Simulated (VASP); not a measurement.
# Ag in VASP: a series of runs, part 2 of 3

VASP 6.6.1. Earlier steps stand in the parts before.

## Step 3: Single point, r2SCAN

This run uses another cell than the first one.

File POSCAR:

```
Ag
1.0
    2.9020758515      0.0000000000      0.0000000000
   -1.4510379258      2.5132714111      0.0000000000
    0.0000000000      0.0000000000     19.4781400414
Ag
5
Direct
    0.6666666667      0.3333333333      0.2566980209
    0.3333333333      0.6666666667      0.3783490105
    0.0000000000      0.0000000000      0.5000000000
    0.6666666667      0.3333333333      0.6216509895
    0.3333333333      0.6666666667      0.7433019791
```

File INCAR.step1:

```
SYSTEM = Ag
PREC = Accurate
ENCUT = 520
ISMEAR = 0
SIGMA = 0.1
LREAL = .FALSE.
LASPH = .TRUE.
NELM = 80
LDIPOL = .TRUE.
IDIPOL = 3
DIPOL = 0.5 0.5 0.500
NBANDS = 36
GGA = PE
ALGO = Normal
EDIFF = 1E-4
LWAVE = .TRUE.
LCHARG = .FALSE.
```

File INCAR.step2:

```
SYSTEM = Ag
PREC = Accurate
ENCUT = 520
EDIFF = 1E-6
ISMEAR = 0
SIGMA = 0.1
LREAL = .FALSE.
LASPH = .TRUE.
NELM = 80
ALGO = Normal
ISIF = 2
LWAVE = .FALSE.
LCHARG = .FALSE.
LDIPOL = .TRUE.
IDIPOL = 3
DIPOL = 0.5 0.5 0.500
METAGGA = R2SCAN
LMIXTAU = .TRUE.
NBANDS = 36
ISTART = 1
```

File KPOINTS:

```
Automatic mesh
0
G
  12 12 1
  0 0 0
```

Potentials or basis: VASP PAW PBE potentials, release 64 (Ag).

Started as:

```bash
> cat potpaw_PBE.64/Ag/POTCAR > POTCAR
> cp INCAR.step1 INCAR
> mpirun -np 1 vasp_std > vasp.out
> cp INCAR.step2 INCAR
> mpirun -np 1 vasp_std > vasp.out
```

OUTCAR:

```text
SYSTEM = Ag
   PREC = Accurate
   ENCUT = 520
   EDIFF = 1E-6
   ISMEAR = 0
   LREAL = .FALSE.
   LASPH = .TRUE.
   NELM = 80
   ISIF = 2
   METAGGA = R2SCAN
   ISTART = 1

 ion  position               nearest neighbor table
   1  0.667  0.333  0.257-   2 2.90   2 2.90   2 2.90
   2  0.333  0.667  0.378-   3 2.90   3 2.90   3 2.90   1 2.90   1 2.90   1 2.90
   3  0.000  0.000  0.500-   2 2.90   4 2.90   4 2.90   2 2.90   4 2.90   2 2.90
   4  0.667  0.333  0.622-   3 2.90   3 2.90   3 2.90   5 2.90   5 2.90   5 2.90
   5  0.333  0.667  0.743-   4 2.90   4 2.90   4 2.90

[... 942 lines left out ...]
  -------------------------------------------------------------------------------------
  Total       -1.0213729     -1.0213729     -0.2693580      0.0000000      0.0000000      0.0000000
  in kB      -11.5185887    -11.5185887     -3.0376996      0.0000000      0.0000000      0.0000000
  external PRESSURE =      -8.6916257 kB  Pullay stress =       0.0000000 kB

 VOLUME and BASIS-vectors are now :
 -----------------------------------------------------------------------------
  energy-cutoff  :      520.00
  volume of cell :      142.07
      direct lattice vectors                 reciprocal lattice vectors
     2.902075851  0.000000000  0.000000000     0.344580931  0.198943894  0.000000000
    -1.451037926  2.513271411  0.000000000     0.000000000  0.397887787  0.000000000
     0.000000000  0.000000000 19.478140041     0.000000000  0.000000000  0.051339604

 POSITION                                       TOTAL-FORCE (eV/Angst)
 -----------------------------------------------------------------------------------
      1.45104      0.83776      5.00000        -0.000000     -0.000000     -0.016764
     -0.00000      1.67551      7.36954         0.000000     -0.000000      0.083005
      0.00000      0.00000      9.73907        -0.000000     -0.000000      0.000000
      1.45104      0.83776     12.10861         0.000000     -0.000000     -0.083005
     -0.00000      1.67551     14.47814        -0.000000      0.000000      0.016764
 -----------------------------------------------------------------------------------
    total drift:                                0.000000     -0.000000      0.000000

  FREE ENERGIE OF THE ION-ELECTRON SYSTEM (eV)
  ---------------------------------------------------
  free  energy   TOTEN  =      -105.9306070737 eV

  energy  without entropy=     -105.9228576106  energy(sigma->0) =     -105.92673234

 vacuum level on the upper side and lower side of the slab         7.269         7.269
```

OUTCAR.step1:

```text
SYSTEM = Ag
   PREC = Accurate
   ENCUT = 520
   ISMEAR = 0
   LREAL = .FALSE.
   LASPH = .TRUE.
   NELM = 80
   GGA = PE
[... 970 lines left out ...]
      1.45104      0.83776     12.10861        -0.000000      0.000000     -0.074031
     -0.00000      1.67551     14.47814        -0.000000      0.000000      0.147446
 -----------------------------------------------------------------------------------
    total drift:                                0.000000     -0.000000      0.000000

  FREE ENERGIE OF THE ION-ELECTRON SYSTEM (eV)
  ---------------------------------------------------
  free  energy   TOTEN  =       -12.8778904488 eV

  energy  without entropy=      -12.8685142180  energy(sigma->0) =      -12.87320233

 vacuum level on the upper side and lower side of the slab         6.813         6.813
```

It took 7 min on 1 thread of Intel Xeon 6975P-C (Granite Rapids), shared host; peak memory 0.33 GiB.

What came out:

- Free energy: -105.9306 eV
- Largest force: 0.083 eV/Å
- Band gap on the k mesh: zero (an odd number of electrons rules out a gap without spin polarisation)

Forces on the atoms (eV/Å):
```
Ag   0.000  0.000 -0.017
Ag   0.000  0.000  0.083
Ag   0.000  0.000  0.000
Ag   0.000  0.000 -0.083
Ag   0.000  0.000  0.017
```

Caveat: the PAW data sets were made with another functional, which shifts forces and pressure a little.

## Step 4: Single point, r2SCAN

File POSCAR:

```
Ag
1.0
    2.9020758515      0.0000000000      0.0000000000
   -1.4510379258      2.5132714111      0.0000000000
    0.0000000000      0.0000000000     24.4781400414
Ag
5
Direct
    0.6666666667      0.3333333333      0.3063958286
    0.3333333333      0.6666666667      0.4031979143
    0.0000000000      0.0000000000      0.5000000000
    0.6666666667      0.3333333333      0.5968020857
    0.3333333333      0.6666666667      0.6936041714
```

File INCAR.step1:

```
PREC = Accurate
ENCUT = 520
ISMEAR = 0
SIGMA = 0.1
LREAL = F
LASPH = T
NELM = 60
LDIPOL = T
IDIPOL = 3
DIPOL = 0.5 0.5 0.500
NBANDS = 36
GGA = PE
ALGO = Normal
EDIFF = 1E-4
LWAVE = T
LCHARG = F
```

File INCAR.step2:

```
PREC = Accurate
ENCUT = 520
EDIFF = 1E-6
ISMEAR = 0
SIGMA = 0.1
LREAL = F
LASPH = T
NELM = 60
ALGO = Normal
ISIF = 2
LWAVE = F
LCHARG = F
LDIPOL = T
IDIPOL = 3
DIPOL = 0.5 0.5 0.500
METAGGA = R2SCAN
LMIXTAU = T
NBANDS = 36
ISTART = 1
```

File KPOINTS:

```
Automatic mesh
0
Gamma
  12 12 1
```

Potentials or basis: VASP PAW PBE potentials, release 64 (Ag).

Started as:

```bash
> cat potpaw_PBE.64/Ag/POTCAR > POTCAR
> cp INCAR.step1 INCAR
> mpirun -np 1 vasp_std > vasp.out
> cp INCAR.step2 INCAR
> mpirun -np 1 vasp_std > vasp.out
```

OUTCAR:

```text
PREC = Accurate
   ENCUT = 520
   EDIFF = 1E-6
   ISMEAR = 0
   LREAL = F
   LASPH = T
   NELM = 60
   ISIF = 2
   METAGGA = R2SCAN
   ISTART = 1

 ion  position               nearest neighbor table
   1  0.667  0.333  0.306-   2 2.90   2 2.90   2 2.90
   2  0.333  0.667  0.403-   1 2.90   1 2.90   3 2.90   3 2.90   3 2.90   1 2.90
   3  0.000  0.000  0.500-   2 2.90   4 2.90   4 2.90   2 2.90   4 2.90   2 2.90
   4  0.667  0.333  0.597-   5 2.90   5 2.90   3 2.90   3 2.90   3 2.90   5 2.90
   5  0.333  0.667  0.694-   4 2.90   4 2.90   4 2.90

  LATTYP: Found a hexagonal cell.
 ALAT       =     2.9020758515
 C/A-ratio  =     8.4347002952

  Lattice vectors:

 A1 = (   2.9020758515,   0.0000000000,   0.0000000000)
 A2 = (  -1.4510379258,   2.5132714111,   0.0000000000)
 A3 = (   0.0000000000,   0.0000000000,  24.4781400414)

Analysis of symmetry for initial positions (statically):
=====================================================================
 Subroutine PRICEL returns:
 Original cell was already a primitive cell.

 Routine SETGRP: Setting up the symmetry group for a
 hexagonal supercell.

 Subroutine GETGRP returns: Found 12 space group operations
 (whereof 12 operations were pure point group operations)
 out of a pool of 24 trial point group operations.

The static configuration has the point symmetry D_3d.

Analysis of symmetry for dynamics (positions and initial velocities):
=====================================================================
 Subroutine PRICEL returns:
 Original cell was already a primitive cell.

 Routine SETGRP: Setting up the symmetry group for a
 hexagonal supercell.

 Subroutine GETGRP returns: Found 12 space group operations
 (whereof 12 operations were pure point group operations)
 out of a pool of 24 trial point group operations.

The dynamic configuration has the point symmetry D_3d.

 Subroutine INISYM returns: Found 12 space group operations
 (whereof 12 operations are pure point group operations),
 and found     1 'primitive' translations

----------------------------------------------------------------------------------------

                                     Primitive cell

  volume of cell :     178.5363

  direct lattice vectors                    reciprocal lattice vectors
     2.902075851  0.000000000  0.000000000     0.344580931  0.198943894  0.000000000
    -1.451037926  2.513271411  0.000000000     0.000000000  0.397887787  0.000000000
     0.000000000  0.000000000 24.478140041     0.000000000  0.000000000  0.040852777

  length of vectors
     2.902075851  2.902075852 24.478140041     0.397887787  0.397887787  0.040852777

  position of ions in fractional coordinates (direct lattice)
     0.666666667  0.333333333  0.306395829
     0.333333333  0.666666667  0.403197914
     0.000000000  0.000000000  0.500000000
     0.666666667  0.333333333  0.596802086
     0.333333333  0.666666667  0.693604171

  ion indices of the primitive-cell ions
   primitive index   ion index
                 1           1
                 2           2
                 3           3
                 4           4
                 5           5

----------------------------------------------------------------------------------------

 KPOINTS: Automatic mesh

Automatic generation of k-mesh.
 Grid dimensions read from file:
 generate k-points for:   12   12    1

 Generating k-lattice:
[... 39 lines left out ...]
   number of dos      NEDOS =    301   number of ions     NIONS =      5
   total plane-waves  NPLWV = 110592
   dimension x,y,z NGX =    24 NGY =   24 NGZ =  192
   dimension x,y,z NGXF=    48 NGYF=   48 NGZF=  384
   ions per type =               5
   NGX,Y,Z   is equivalent  to a cutoff of  13.75, 13.75, 13.04 a.u.
   NGXF,Y,Z  is equivalent  to a cutoff of  27.50, 27.50, 26.08 a.u.
 SYSTEM =  unknown system
   PREC   = accura    normal or accurate (medium, high low for compatibility)
   ISTART =      1    job   : 0-new  1-cont  2-samecut
   ICHARG =      0    charge: 1-file 2-atom 10-const
   ISPIN  =      1    spin polarized calculation?
   LNONCOLLINEAR =      F non collinear calculations
   LSORBIT =      F    spin-orbit coupling
   LASPH  =      T    aspherical Exc in radial PAW
   ENCUT  =  520.0 eV  38.22 Ry    6.18 a.u.   5.40  5.40 45.51*2*pi/ulx,y,z
   NELM   =     60;   NELMIN=  2; NELMDL=  0     # of ELM steps
   EDIFF  = 0.1E-05   stopping-criterion for ELM
   LREAL  =      F    real-space projection
   EDIFFG = 0.1E-04   stopping-criterion for IOM
   NSW    =      0    number of steps for IOM
   IBRION =     -1    ionic relax: 0-MD 1-quasi-New 2-CG
   NFREE  =      0    steps in history (QN), initial steepest desc. (CG)
   ISIF   =      2    stress and relaxation
   ISYM   =      2    0-nonsym 1-usesym 2-fastsym
   POTIM  = 0.5000    time-step for ionic-motion
   TEBEG  =    0.0;   TEEND  =   0.0 temperature during run
   PSTRESS=    0.0 pullay stress
   NELECT =      55.0000    total number of electrons
   NUPDOWN=      -1.0000    fix difference up-down
   EMIN   =  10.00;   EMAX   =-10.00  energy-range for DOS
   EFERMI =   0.00;   METHOD = LEGACY
   ISMEAR =     0;   SIGMA  =   0.10  broadening in eV -4-tet -1-fermi 0-gaus
   EFERMI_NEDOS =   21; number of points for ismear=-14 and -15
   IALGO  =     38    algorithm
   IMIX   =      4    mixing-type and parameters
     AMIX     =   0.40;   BMIX     =  1.00
     AMIX_MAG =   1.60;   BMIX_MAG =  1.00
  volume/ion in A,a.u.               =      35.71       240.96
  Fermi-wavevector in a.u.,A,eV,Ry     =   1.105656  2.089388 16.632798  1.222476
  Thomas-Fermi vector in A             =   2.242147
   LORBIT       =      0    0 simple, 1 ext, 2 COOP (PROOUT), +10 PAW based schemes
   METAGGA = R2SCAN    functional components
   LHFCALC =     F    Hartree Fock is set to
   AEXX    =    0.0000 exact exchange contribution
   IVDW    =     0    specifies the selected vdW correction
   LEPSILON=     F    determine dielectric tensor
   LRPA    =     F    only Hartree local field effects (RPA)
 non-spin polarized calculation
 Gauss-broadening in eV      SIGMA  =   0.10
  energy-cutoff  :      520.00
  volume of cell :      178.54
 maximum number of plane-waves:      4879
 NGX is ok and might be reduce to    24
   NGX = 11   NGY = 11   NGZ = 91

 dipolmoment           0.000000      0.000000      0.000000 electrons x Angstroem

 number of electron      55.0000001 magnetization

 dipolmoment           0.000000      0.000000     -0.000000 electrons x Angstroem

 Free energy of the ion-electron system (eV)
  ---------------------------------------------------
  ext. energy  EPLUGINS =         0.00000000
  ---------------------------------------------------
  free energy    TOTEN  =      -105.93225220 eV

  energy without entropy =     -105.92455799  energy(sigma->0) =     -105.92840509

 E-fermi :   1.7289     XC(G=0):  -6.8384

 val. band max:        1.6479947100   @ k =   0.2500   0.0833   0.0000
 cond. band min:       1.8041378812   @ k =   0.0833   0.0833   0.0000
 fundamental gap:      0.1561431712
 Fermi energy:         1.7288814783

 k-point     1 :       0.0000    0.0000    0.0000
  band No.  band energies     occupation
      1      -5.8333      2.00000
      2      -5.1990      2.00000
      3      -4.8161      2.00000
      4      -4.6428      2.00000
      5      -4.5786      2.00000
      6      -3.3430      2.00000
[... 730 lines left out ...]
     35       8.2306      0.00000
     36       8.5357      0.00000

------------------------ aborting loop because EDIFF is reached ----------------------------------------

 vacuum level on the upper side and lower side of the slab       (xc-potential included)        -0.008        -0.008

  FORCE on cell =-STRESS in cart. coord.  units (eV):
  Direction    XX          YY          ZZ          XY          YZ          ZX
  --------------------------------------------------------------------------------------
  -------------------------------------------------------------------------------------
  Total       -1.0193299     -1.0193299     -0.2683278      0.0000000      0.0000000     -0.0000000
  in kB       -9.1474235     -9.1474235     -2.4079627      0.0000000      0.0000000     -0.0000000
  external PRESSURE =      -6.9009366 kB  Pullay stress =       0.0000000 kB

 VOLUME and BASIS-vectors are now :
 -----------------------------------------------------------------------------
  energy-cutoff  :      520.00
  volume of cell :      178.54
      direct lattice vectors                 reciprocal lattice vectors
     2.902075851  0.000000000  0.000000000     0.344580931  0.198943894  0.000000000
    -1.451037926  2.513271411  0.000000000     0.000000000  0.397887787  0.000000000
     0.000000000  0.000000000 24.478140041     0.000000000  0.000000000  0.040852777

 POSITION                                       TOTAL-FORCE (eV/Angst)
 -----------------------------------------------------------------------------------
      1.45104      0.83776      7.50000         0.000000     -0.000000     -0.016505
     -0.00000      1.67551      9.86954        -0.000000      0.000000      0.082440
      0.00000      0.00000     12.23907        -0.000000      0.000000      0.000000
      1.45104      0.83776     14.60861        -0.000000     -0.000000     -0.082440
     -0.00000      1.67551     16.97814         0.000000      0.000000      0.016505
 -----------------------------------------------------------------------------------
    total drift:                               -0.000000      0.000000      0.000000

  FREE ENERGIE OF THE ION-ELECTRON SYSTEM (eV)
  ---------------------------------------------------
  free  energy   TOTEN  =      -105.9322521969 eV

  energy  without entropy=     -105.9245579852  energy(sigma->0) =     -105.92840509

 vacuum level on the upper side and lower side of the slab         6.150         6.150
```

Run time: 9.6 min. Hardware: 1 thread of Intel Xeon 6975P-C (Granite Rapids), shared host; peak memory 0.4 GiB.

Results:

| Quantity | Value |
| --- | --- |
| Free energy | -105.9323 eV |
| Largest force | 0.082 eV/Å |
| Band gap on the k mesh | zero (an odd number of electrons rules out a gap without spin polarisation) |

Forces on the atoms (eV/Å):
```
Ag   0.000  0.000 -0.017
Ag   0.000  0.000  0.082
Ag   0.000  0.000  0.000
Ag   0.000  0.000 -0.082
Ag   0.000  0.000  0.017
```

Caveat: the PAW data sets were made with another functional, which shifts forces and pressure a little.

[end of part 2 of 3]
